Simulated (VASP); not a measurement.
Sc5Mo: single point with PBE

The system is Sc5Mo.

```
Sc Mo
1.0
     6.72679    0.00000    0.00000
     0.00000    6.72679    0.00000
     0.00000    0.00000    4.86157
Sc Mo
5 1
Direct
  0.73710 0.73710 0.00000
  0.26290 0.26290 0.00000
  0.26290 0.73710 0.00000
  0.73710 0.26290 0.00000
  0.00000 0.00000 0.50000
  0.00000 0.00000 0.00000
```

The cell was built from a structure type or drawn by symmetry, and may not be a known phase.

```json
{
 "Program": "VASP 6.6.1",
 "Task": "single point",
 "Functional": "PBE",
 "Potentials or basis": "VASP PAW PBE potentials, release 64 (Sc_sv, Mo_sv)",
 "Cutoff": "520 eV",
 "k mesh": "4 × 4 × 4",
 "Occupations": "gaussian, width 0.1 eV",
 "Spin": "no spin polarisation"
}
```

The pressure is 0.1 GPa. The largest force is 0.023 eV/Å. The band gap on the k mesh is zero (an odd number of electrons rules out a gap without spin polarisation).

Forces in eV/Å, atoms in the order of the input:
```
Sc  -0.016 -0.016  0.000
Sc   0.016  0.016  0.000
Sc   0.016 -0.016  0.000
Sc  -0.016  0.016  0.000
Sc   0.000  0.000  0.000
Mo   0.000  0.000  0.000
```

Levels at points of the mesh, in eV from the Fermi level:
```
           k point  band 31  band 32  band 33  band 34  band 35  band 36  band 37  band 38
(0.00, 0.00, 0.00)    -1.06    -1.06    -0.75    -0.23    -0.15     0.06     0.17     0.48
(0.50, 0.00, 0.00)    -1.45    -0.46    -0.36    -0.16     0.07     0.17     0.18     0.32
(0.50, 0.50, 0.00)    -1.81    -1.77    -0.66     0.37     0.38     0.52     0.52     0.63
(0.00, 0.00, 0.50)    -0.79    -0.79    -0.67    -0.43    -0.41     0.27     0.53     0.75
(0.50, 0.00, 0.50)    -1.29    -0.48    -0.21    -0.19    -0.11    -0.07     0.23     0.35
(0.50, 0.50, 0.50)    -1.12    -1.12    -0.22     0.04     0.22     0.26     0.26     0.39
```

It took 7.8 min on 1 thread of Intel(R) Xeon(R) Platinum 8259CL CPU @ 2.50GHz (Skylake/Cascade Lake), with other jobs on the host, peak memory 0.37 GiB.
